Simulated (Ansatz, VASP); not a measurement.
## MgO in VASP and in Ansatz

Contents of INCAR:

```
SYSTEM = MgO
PREC = Accurate
ENCUT = 520
EDIFF = 1E-7
ISMEAR = 0
SIGMA = 0.1
LREAL = .FALSE.
LASPH = .TRUE.
NELM = 60
ALGO = Normal
ISIF = 2
LWAVE = .FALSE.
LCHARG = .FALSE.
GGA = PE
NBANDS = 26
```

The input KPOINTS:

```
regular mesh
0
G
  4 6 6
  0 0 0
```

POSCAR

```
MgO
1.0
    7.0226972700      0.0000000000      0.0000000000
    0.0000000000      2.4198532800      2.4481599700
    0.0000000000     -2.4198532800      2.4481599700
Mg O
4 4
Direct
    0.1302330900      0.7547179300      0.3695495400
    0.8697669100      0.3695495400      0.7547179300
    0.6302330900      0.8695495400      0.2547179300
    0.3697669100      0.2547179300      0.8695495400
    0.6302330900      0.1304504600      0.7452820700
    0.3697669100      0.7452820700      0.1304504600
    0.1302330900      0.2452820700      0.6304504600
    0.8697669100      0.6304504600      0.2452820700
```

Input for Ansatz:

```yaml
crystal:
  lattice:
    - [7.02269727, 0.0, 0.0]
    - [0.0, 2.41985328, 2.44815997]
    - [0.0, -2.41985328, 2.44815997]
  atoms:
    - { symbol: Mg, position: [0.13023309, 0.75471793, 0.36954954] }
    - { symbol: Mg, position: [0.86976691, 0.36954954, 0.75471793] }
    - { symbol: Mg, position: [0.63023309, 0.86954954, 0.25471793] }
    - { symbol: Mg, position: [0.36976691, 0.25471793, 0.86954954] }
    - { symbol: O, position: [0.63023309, 0.13045046, 0.74528207] }
    - { symbol: O, position: [0.36976691, 0.74528207, 0.13045046] }
    - { symbol: O, position: [0.13023309, 0.24528207, 0.63045046] }
    - { symbol: O, position: [0.86976691, 0.63045046, 0.24528207] }
basis:
  ecutwfc: 420
kpoints:
  mp_grid: { grid: [4, 6, 6] }
hamiltonian:
  xc: pbe
scf:
  occupations: { method: gaussian, width: 0.1 }
  lower_state_search: "off"
output:
  forces: true
  stress: true
  eigenvalues: true
```

Alike in both runs: task single point; functional PBE; k mesh 4 × 6 × 6; occupations gaussian, width 0.1 eV; no spin polarisation.

|  | VASP | Ansatz |
| --- | --- | --- |
| version | VASP 6.6.1 | Ansatz 0.2.0 |
| potentials or method | VASP PAW PBE potentials, release 64 (Mg, O), cutoff 520 eV | scalar-relativistic, plane waves, PAW |
| valence electrons in the cell | 32 | 64 |

Ansatz gave:

- gap on the k mesh at the Fermi level (eV): 3.58
- least direct gap on the mesh (eV): 3.58
- pressure (GPa): 21.2
- traceless stress, the component that is largest in VASP (GPa): 9.33
- rms of the force components (eV/Å): 0.310

Question: What did VASP give for the same quantities?

Answer: gap on the k mesh at the Fermi level (eV): 3.56; least direct gap on the mesh (eV): 3.56; pressure (GPa): 21.0; traceless stress, the component that is largest in VASP (GPa): 9.42; rms of the force components (eV/Å): 0.311.

Atom by atom the forces differ by 0.005 eV/Å (rms over components). With one functional, cell and mesh, what is left measures potentials, basis and numerics. VASP's potentials hold 32 valence electrons a cell and Ansatz's 64, so a difference there can come from the potentials and not from the codes.
